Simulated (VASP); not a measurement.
A run of VASP 6.6.1 is set up as follows.

INCAR

```
SYSTEM = PbSe
PREC = Accurate
ENCUT = 400
EDIFF = 1E-8
ISMEAR = -1
SIGMA = 0.01
LREAL = .False.
LASPH = .True.
NELM = 120
ALGO = Normal
ISIF = 2
LWAVE = .False.
LCHARG = .False.
GGA = PS
LEFG = .True.
NBANDS = 17
GGA_COMPAT = .False.
```

Contents of KPOINTS:

```
regular mesh
0
Gamma
  9 9 9
  0 0 0
```

File POSCAR:

```
PbSe
1.0
    0.0000000000      3.0824297301      3.0824297301
    3.0824297301      0.0000000000      3.0824297301
    3.0824297301      3.0824297301      0.0000000000
Pb Se
1 1
Direct
    0.0000000000      0.0000000000      0.0000000000
    0.5000000000      0.5000000000      0.5000000000
```

Potentials or basis: VASP PAW PBE potentials, release 64 (Pb_d, Se).

Launch:

```bash
$ cat potpaw_PBE.64/Pb_d/POTCAR potpaw_PBE.64/Se/POTCAR > POTCAR
$ mpirun -np 1 vasp_std > vasp.out
```

Q: Predict the pressure.

A: -1.6 GPa.

Caveat: without QUAD_EFG the Cq values of the log hold for a quadrupole moment of 1 mb, not for the nuclei; the PAW data sets were made with another functional, which shifts forces and pressure a little.
